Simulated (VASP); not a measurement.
Input of a VASP 6.6.1 run:

INCAR

```
SYSTEM = W
ALGO = Fast
EDIFF = 1E-6
ENCUT = 520
GGA = CA
ISIF = 2
ISMEAR = 0
LASPH = .TRUE.
LCHARG = .FALSE.
LREAL = .FALSE.
LWAVE = .FALSE.
NBANDS = 13
NELM = 60
PREC = Accurate
SIGMA = 0.15
```

The input KPOINTS:

```
k-points
0
G
  20 20 20
  0 0 0
```

POSCAR

```
W
1.0
   -1.6516565914      1.6151203733      1.6151203733
    1.6151203733     -1.6516565914      1.6151203733
    1.6151203733      1.6151203733     -1.6516565914
W
1
Direct
    0.0000000000      0.0000000000      0.0000000000
```

Potentials or basis: VASP PAW LDA potentials, release 64 (W_sv).

Launch:

```sh
$ cat potpaw_LDA.64/W_sv/POTCAR > POTCAR
$ mpirun -np 1 vasp_std > vasp.out
```

Question: Estimate the pressure.

Answer: -23.3 GPa.

Question: What does it give for the band gap on the k mesh?

Answer: Zero (bands 7 and 8 overlap by 5.55 eV).

Stress tensor (GPa, compression positive):
```
-23.28   2.80   2.80
  2.80 -23.28   2.80
  2.80   2.80 -23.28
```

Caveat: the cell stands under tension; spin-orbit coupling is left out, which moves the levels of the heavy elements.
